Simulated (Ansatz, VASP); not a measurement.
**Two plane-wave programs on Li**

```
CELL_PARAMETERS angstrom
2.86019 0.00000 0.00000
-1.43010 2.47700 0.00000
0.00000 0.00000 4.63351
ATOMIC_POSITIONS crystal
Li 0.33333 0.66667 0.25000
Li 0.66667 0.33333 0.75000
```

Alike in both runs: task relaxation of cell and atoms; functional PBE; k mesh 16 × 16 × 9; occupations fermi-dirac, width 0.05 eV; no spin polarisation.

```csv
,VASP,Ansatz
version,VASP 6.6.1,Ansatz 0.2.0
potentials or method,"VASP PAW PBE potentials, release 64 (Li_sv)","PAW with Ansatz's default frozen-core files, scalar-relativistic"
plane-wave cutoff (eV),600,420
valence electrons in the cell,6,6
```

```tsv
	VASP	Ansatz	Ansatz less VASP
relaxed volume (Å³/atom)	20.12	20.18	+0.063
relaxed cell length with the largest relative difference (Å)	4.989	4.995	+0.0059
```

Noted on VASP's run: the cutoff is short for stress, so the pressure is rough; the volume moved by over 15 % at a fixed basis, so the end points are rough.
